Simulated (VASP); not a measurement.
## Co: single point with LDA

The system is Co.

```
Co
1.0
     2.61631    0.00000    0.00000
    -1.30816    2.26579    0.00000
     0.00000    0.00000    4.22029
Co
2
Direct
  0.66667 0.33333 0.25000
  0.33333 0.66667 0.75000
```

| Property | Result |
| --- | --- |
| Program | VASP 6.6.1 |
| Task | single point |
| Functional | LDA |
| Potentials or basis | VASP PAW LDA potentials, release 64 (Co) |
| Cutoff | 520 eV |
| k mesh | 24 × 24 × 12 |
| Occupations | gaussian, width 0.15 eV |
| Spin | collinear spin, ferromagnetic start |
| Starting moments | [2.2, 2.2] μB |
| Fixed moment | 4.4 μB |

The pressure is -27.1 GPa. The net moment is 4.40 μB per cell. The site moments are Co +2.16 μB. The valence electrons inside the program's atomic spheres are Co 8.02.

Stress tensor (GPa, compression positive):
```
-27.91   0.00   0.00
  0.00 -27.91   0.00
  0.00   0.00 -25.58
```

Run time: 2.3 min on 1 thread of Intel(R) Xeon(R) 6975P-C (Granite Rapids) (shared host), peak memory 0.37 GiB.

Caveat: the total moment is fixed, so each spin has its own Fermi level.
